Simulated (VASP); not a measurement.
# Ta (I4/mmm) in VASP: a series of runs

Runs on Ta. Level: r2SCAN. Tasks: single point.

Program: VASP 6.6.1. These are calculated values, not measurements. Logs are shortened: lines on timing, memory, paths and dates and some standing lists are left out, and cuts for length are marked.

**1. The cell of the first run**

It takes space group I4/mmm (No. 139, tetragonal). The conventional cell has a = 3.590 Å, b = 3.590 Å, c = 2.800 Å, α = 90.00°, β = 90.00°, γ = 90.00°. Within 3.7 Å of Ta (site symmetry 4/mmm) lie 14 Ta at 2.80 to 3.59 Å.

**2. Single point, r2SCAN**

POSCAR

```
Ta
1.0
   -1.7949562298      1.7949562298      1.4000658592
    1.7949562298     -1.7949562298      1.4000658592
    1.7949562298      1.7949562298     -1.4000658592
Ta
1
Direct
    0.0000000000      0.0000000000      0.0000000000
```

INCAR.step1

```
SYSTEM = Ta
PREC = Accurate
ENCUT = 520
ISMEAR = 0
SIGMA = 0.15
LREAL = .FALSE.
LASPH = .TRUE.
NELM = 100
NBANDS = 12
GGA = PE
ALGO = Normal
EDIFF = 1E-4
LWAVE = .TRUE.
LCHARG = .FALSE.
```

INCAR.step2

```
SYSTEM = Ta
PREC = Accurate
ENCUT = 520
EDIFF = 1E-7
ISMEAR = 0
SIGMA = 0.15
LREAL = .FALSE.
LASPH = .TRUE.
NELM = 100
ALGO = Normal
ISIF = 2
LWAVE = .FALSE.
LCHARG = .FALSE.
METAGGA = R2SCAN
LMIXTAU = .TRUE.
NBANDS = 12
ISTART = 1
```

KPOINTS

```
Automatic mesh
0
G
  28 28 28
  0 0 0
```

Potentials or basis: VASP PAW PBE potentials, release 64 (Ta_pv).

Run with:

```console
$ cat potpaw_PBE.64/Ta_pv/POTCAR > POTCAR
$ cp INCAR.step1 INCAR
$ mpirun -np 1 vasp_std > vasp.out
$ cp INCAR.step2 INCAR
$ mpirun -np 1 vasp_std > vasp.out
```

OUTCAR:

```text
SYSTEM = Ta
   PREC = Accurate
   ENCUT = 520
   EDIFF = 1E-7
   ISMEAR = 0
   LREAL = .FALSE.
   LASPH = .TRUE.
   NELM = 100
   ISIF = 2
   METAGGA = R2SCAN
   ISTART = 1

 ion  position               nearest neighbor table
   1  0.000  0.000  0.000-

  LATTYP: Found a body centered tetragonal cell.
 ALAT       =     3.5899124596
 C/A-ratio  =     0.7800000000

  Lattice vectors:

 A1 = (  -1.7949562298,   1.7949562298,   1.4000658592)
 A2 = (   1.7949562298,  -1.7949562298,   1.4000658592)
 A3 = (   1.7949562298,   1.7949562298,  -1.4000658592)

Analysis of symmetry for initial positions (statically):
=====================================================================
 Subroutine PRICEL returns:
 Original cell was already a primitive cell.

 Routine SETGRP: Setting up the symmetry group for a
 body centered tetragonal supercell.

 Subroutine GETGRP returns: Found 16 space group operations
 (whereof 16 operations were pure point group operations)
 out of a pool of 16 trial point group operations.

The static configuration has the point symmetry D_4h.

Analysis of symmetry for dynamics (positions and initial velocities):
=====================================================================
 Subroutine PRICEL returns:
 Original cell was already a primitive cell.

 Routine SETGRP: Setting up the symmetry group for a
 body centered tetragonal supercell.

 Subroutine GETGRP returns: Found 16 space group operations
 (whereof 16 operations were pure point group operations)
 out of a pool of 16 trial point group operations.

The dynamic configuration has the point symmetry D_4h.

 Subroutine INISYM returns: Found 16 space group operations
 (whereof 16 operations are pure point group operations),
 and found     1 'primitive' translations

----------------------------------------------------------------------------------------

                                     Primitive cell

  volume of cell :      18.0433

  direct lattice vectors                    reciprocal lattice vectors
    -1.794956230  1.794956230  1.400065859     0.000000000  0.278558325  0.357126057
     1.794956230 -1.794956230  1.400065859     0.278558325  0.000000000  0.357126057
     1.794956230  1.794956230 -1.400065859     0.278558325  0.278558325  0.000000000

  length of vectors
     2.898951559  2.898951559  2.898951559     0.452916947  0.452916947  0.393940960

  position of ions in fractional coordinates (direct lattice)
     0.000000000  0.000000000  0.000000000

  ion indices of the primitive-cell ions
   primitive index   ion index
                 1           1

----------------------------------------------------------------------------------------

 KPOINTS: Automatic mesh

Automatic generation of k-mesh.
 Grid dimensions read from file:
 generate k-points for:   28   28   28

 Generating k-lattice:

  Cartesian coordinates                     Fractional coordinates (reciprocal lattice)
     0.000000000  0.009948512  0.012754502     0.035714286  0.000000000  0.000000000
     0.009948512  0.000000000  0.012754502     0.000000000  0.035714286  0.000000000
     0.009948512  0.009948512  0.000000000     0.000000000  0.000000000  0.035714286

  Length of vectors
     0.016175605  0.016175605  0.014069320

  Shift w.r.t. Gamma in fractional coordinates (k-lattice)
     0.000000000  0.000000000  0.000000000

 Subroutine IBZKPT returns following result:
 ===========================================

 Found   1639 irreducible k-points:

 Following reciprocal coordinates:
            Coordinates               Weight
  0.000000  0.000000  0.000000      1.000000
  0.035714  0.000000  0.000000      8.000000
  0.071429  0.000000  0.000000      8.000000
  0.107143 -0.000000  0.000000      8.000000
  0.142857 -0.000000  0.000000      8.000000
  0.178571 -0.000000  0.000000      8.000000
[... 16 lines left out ...]
  0.285714  0.035714  0.000000     16.000000
  0.321429  0.035714  0.000000     16.000000
 [... further k-points ...]
   k-points           NKPTS =   1639   k-points in BZ     NKDIM =   1639   number of bands    NBANDS=     12
   number of dos      NEDOS =    301   number of ions     NIONS =      1
   total plane-waves  NPLWV =  13824
   dimension x,y,z NGX =    24 NGY =   24 NGZ =   24
   dimension x,y,z NGXF=    48 NGYF=   48 NGZF=   48
   ions per type =               1
   NGX,Y,Z   is equivalent  to a cutoff of  13.76, 13.76, 13.76 a.u.
   NGXF,Y,Z  is equivalent  to a cutoff of  27.53, 27.53, 27.53 a.u.
 SYSTEM =  Ta
   PREC   = accura    normal or accurate (medium, high low for compatibility)
   ISTART =      1    job   : 0-new  1-cont  2-samecut
   ICHARG =      0    charge: 1-file 2-atom 10-const
   ISPIN  =      1    spin polarized calculation?
   LNONCOLLINEAR =      F non collinear calculations
   LSORBIT =      F    spin-orbit coupling
   LASPH  =      T    aspherical Exc in radial PAW
   ENCUT  =  520.0 eV  38.22 Ry    6.18 a.u.   5.39  5.39  5.39*2*pi/ulx,y,z
   NELM   =    100;   NELMIN=  2; NELMDL=  0     # of ELM steps
   EDIFF  = 0.1E-06   stopping-criterion for ELM
   LREAL  =      F    real-space projection
   EDIFFG = 0.1E-05   stopping-criterion for IOM
   NSW    =      0    number of steps for IOM
   IBRION =     -1    ionic relax: 0-MD 1-quasi-New 2-CG
   NFREE  =      0    steps in history (QN), initial steepest desc. (CG)
   ISIF   =      2    stress and relaxation
   ISYM   =      2    0-nonsym 1-usesym 2-fastsym
   POTIM  = 0.5000    time-step for ionic-motion
   TEBEG  =    0.0;   TEEND  =   0.0 temperature during run
   PSTRESS=    0.0 pullay stress
   NELECT =      11.0000    total number of electrons
   NUPDOWN=      -1.0000    fix difference up-down
   EMIN   =  10.00;   EMAX   =-10.00  energy-range for DOS
   EFERMI =   0.00;   METHOD = LEGACY
   ISMEAR =     0;   SIGMA  =   0.15  broadening in eV -4-tet -1-fermi 0-gaus
   EFERMI_NEDOS =   21; number of points for ismear=-14 and -15
   IALGO  =     38    algorithm
   IMIX   =      4    mixing-type and parameters
     AMIX     =   0.40;   BMIX     =  1.00
     AMIX_MAG =   1.60;   BMIX_MAG =  1.00
  volume/ion in A,a.u.               =      18.04       121.76
  Fermi-wavevector in a.u.,A,eV,Ry     =   1.388141  2.623207 26.217558  1.926936
  Thomas-Fermi vector in A             =   2.512296
   LORBIT       =      0    0 simple, 1 ext, 2 COOP (PROOUT), +10 PAW based schemes
   METAGGA = R2SCAN    functional components
   LHFCALC =     F    Hartree Fock is set to
   AEXX    =    0.0000 exact exchange contribution
   IVDW    =     0    specifies the selected vdW correction
   LEPSILON=     F    determine dielectric tensor
   LRPA    =     F    only Hartree local field effects (RPA)
 non-spin polarized calculation
 Gauss-broadening in eV      SIGMA  =   0.15
  energy-cutoff  :      520.00
  volume of cell :       18.04
 maximum number of plane-waves:       501
 NGX is ok and might be reduce to    24
   NGX = 11   NGY = 11   NGZ = 11

 number of electron      11.0000001 magnetization

 Free energy of the ion-electron system (eV)
  ---------------------------------------------------
  ext. energy  EPLUGINS =         0.00000000
  ---------------------------------------------------
  free energy    TOTEN  =       -48.37723083 eV

  energy without entropy =      -48.36535210  energy(sigma->0) =      -48.37129147

 E-fermi :   5.6351     XC(G=0): -13.7351

 val. band max:        5.6348888287   @ k =  -0.2500  -0.3571   0.1071
 cond. band min:       5.6353854510   @ k =  -0.2857  -0.3214   0.1429
 fundamental gap:      0.0004966223
 Fermi energy:         5.6350513369

 k-point     1 :       0.0000    0.0000    0.0000
  band No.  band energies     occupation
      1     -28.9640      2.00000
      2     -28.9640      2.00000
      3     -28.7044      2.00000
      4      -2.9805      2.00000
      5       4.1888      2.00000
      6       6.6599      0.00000
      7       8.0864      0.00000
      8       8.0864      0.00000
      9      11.4027      0.00000
     10      17.5066      0.00000
     11      19.9663      0.00000
     12      19.9663      0.00000

 k-point     2 :       0.0357    0.0000    0.0000
  band No.  band energies     occupation
      1     -28.9702      2.00000
      2     -28.9685      2.00000
      3     -28.7212      2.00000
      4      -2.9121      2.00000
      5       4.2158      2.00000
      6       6.6920      0.00000
      7       8.0291      0.00000
      8       8.0371      0.00000
      9      11.3388      0.00000
     10      17.5066      0.00000
     11      20.1140      0.00000
     12      20.1228      0.00000

 k-point     3 :       0.0714    0.0000    0.0000
  band No.  band energies     occupation
      1     -28.9909      2.00000
      2     -28.9819      2.00000
      3     -28.7678      2.00000
      4      -2.7098      2.00000
      5       4.2888      2.00000
      6       6.7677      0.00000
      7       7.8862      0.00000
      8       7.9093      0.00000
      9      11.1671      0.00000
     10      17.5065      0.00000
     11      20.5437      0.00000
     12      20.5568      0.00000
[... 286 lines left out ...]
 k-point    23 :       0.2857    0.0357    0.0000
  band No.  band energies     occupation
      1     -29.8049      2.00000
      2     -29.1951      2.00000
      3     -29.0508      2.00000
      4       0.5166      2.00000
      5       3.6931      2.00000
      6       5.5860      1.35598
      7       9.2777      0.00000
      8       9.5491      0.00000
      9      10.6178      0.00000
     10      17.5055      0.00000
     11      19.3103      0.00000
     12      24.7052      0.00000

 k-point    24 :       0.3214    0.0357    0.0000
  band No.  band energies     occupation
      1     -29.9386      2.00000
      2     -29.2309      2.00000
      3     -29.0715      2.00000
      4       0.7951      2.00000
      5       3.4414      2.00000
      6       5.8381      0.05563
      7       9.4441      0.00000
      8      10.0480      0.00000
      9      11.3114      0.00000
     10      17.5047      0.00000
     11      18.6307      0.00000
     12      23.4630      0.00000

 [... further k-points ...]

------------------------ aborting loop because EDIFF is reached ----------------------------------------

  FORCE on cell =-STRESS in cart. coord.  units (eV):
  Direction    XX          YY          ZZ          XY          YZ          ZX
  --------------------------------------------------------------------------------------
  -------------------------------------------------------------------------------------
  Total       -0.4429994     -0.4429994      2.9428858      0.0000000      0.0000000      0.0000000
  in kB      -39.3366667    -39.3366667    261.3170870      0.0000000      0.0000000      0.0000000
  external PRESSURE =      60.8812512 kB  Pullay stress =       0.0000000 kB

 VOLUME and BASIS-vectors are now :
 -----------------------------------------------------------------------------
  energy-cutoff  :      520.00
  volume of cell :       18.04
      direct lattice vectors                 reciprocal lattice vectors
    -1.794956230  1.794956230  1.400065859     0.000000000  0.278558325  0.357126057
     1.794956230 -1.794956230  1.400065859     0.278558325  0.000000000  0.357126057
     1.794956230  1.794956230 -1.400065859     0.278558325  0.278558325  0.000000000

 POSITION                                       TOTAL-FORCE (eV/Angst)
 -----------------------------------------------------------------------------------
      0.00000      0.00000      0.00000         0.000000     -0.000000     -0.000000
 -----------------------------------------------------------------------------------
    total drift:                                0.000000      0.000000      0.000000

  FREE ENERGIE OF THE ION-ELECTRON SYSTEM (eV)
  ---------------------------------------------------
  free  energy   TOTEN  =       -48.3772308347 eV

  energy  without entropy=      -48.3653521019  energy(sigma->0) =      -48.37129147
```

Wall time 35 min (1 thread of Oxide Virtual Turin-like, shared host); peak memory 0.41 GiB.

What came out:

```
Free energy            : -48.3772 eV
Pressure               : 6.1 GPa
Band gap on the k mesh : zero (an odd number of electrons rules out a gap without spin polarisation)
```

Caveat: the stress differs along the axes, from -4 to 26 GPa; the PAW data sets were made with another functional, which shifts forces and pressure a little; spin-orbit coupling is left out, which moves the levels of the heavy elements.

**3. Single point, r2SCAN**

POSCAR

```
Ta
1.0
   -1.5139247170      1.5139247170      1.9681021321
    1.5139247170     -1.5139247170      1.9681021321
    1.5139247170      1.5139247170     -1.9681021321
Ta
1
Direct
    0.0000000000      0.0000000000      0.0000000000
```

INCAR.step1

```
SYSTEM = Ta
ALGO = Normal
EDIFF = 1E-4
ENCUT = 520
GGA = PE
ISMEAR = 0
LASPH = .True.
LCHARG = .False.
LREAL = .False.
LWAVE = .True.
NBANDS = 12
NELM = 60
PREC = Accurate
SIGMA = 0.15
```

INCAR.step2

```
SYSTEM = Ta
ALGO = Normal
EDIFF = 1E-6
ENCUT = 520
ISIF = 2
ISMEAR = 0
ISTART = 1
LASPH = .True.
LCHARG = .True.
LELF = .True.
LMIXTAU = .True.
LREAL = .False.
LVHAR = .True.
LWAVE = .False.
METAGGA = R2SCAN
NBANDS = 12
NELM = 60
PREC = Accurate
SIGMA = 0.15
```

KPOINTS

```
k-points
0
Gamma
  28 28 28
  0 0 0
```

Potentials or basis: VASP PAW PBE potentials, release 64 (Ta_pv).

Run with:

```console
$ cat potpaw_PBE.64/Ta_pv/POTCAR > POTCAR
$ cp INCAR.step1 INCAR
$ mpirun -np 1 vasp_std > vasp.out
$ cp INCAR.step2 INCAR
$ mpirun -np 1 vasp_std > vasp.out
```

Wall time 25 min (1 thread of Oxide Virtual Turin-like, shared host); peak memory 0.41 GiB.

It converged, with:

* Free energy: -48.3756 eV
* Pressure: 5.8 GPa
* Band gap on the k mesh: zero (an odd number of electrons rules out a gap without spin polarisation)

Stress tensor (GPa, compression positive):
```
10.28  0.00  0.00
 0.00 10.28  0.00
 0.00  0.00 -3.20
```

Levels at points of the mesh, in eV from the Fermi level:
| k point | band 1 | band 2 | band 3 | band 4 | band 5 | band 6 | band 7 | band 8 | band 9 | band 10 |
| --- | --- | --- | --- | --- | --- | --- | --- | --- | --- | --- |
| (0.00, 0.00, 0.00) | -34.59 | -34.58 | -34.58 | -8.67 | 0.24 | 0.24 | 1.41 | 3.11 | 4.67 | 11.71 |
| (0.50, 0.00, 0.00) | -35.81 | -34.81 | -34.67 | -4.94 | -0.29 | 0.73 | 1.12 | 6.03 | 6.81 | 11.29 |
| (0.50, 0.50, 0.00) | -35.73 | -35.06 | -34.87 | -4.77 | -3.52 | 2.62 | 6.34 | 6.54 | 7.59 | 11.70 |
| (0.50, 0.50, 0.50) | -35.73 | -35.13 | -35.13 | -4.63 | -3.80 | 4.34 | 6.44 | 7.08 | 7.08 | 11.18 |

Caveat: the stress differs along the axes, from -3 to 10 GPa; the PAW data sets were made with another functional, which shifts forces and pressure a little; spin-orbit coupling is left out, which moves the levels of the heavy elements.
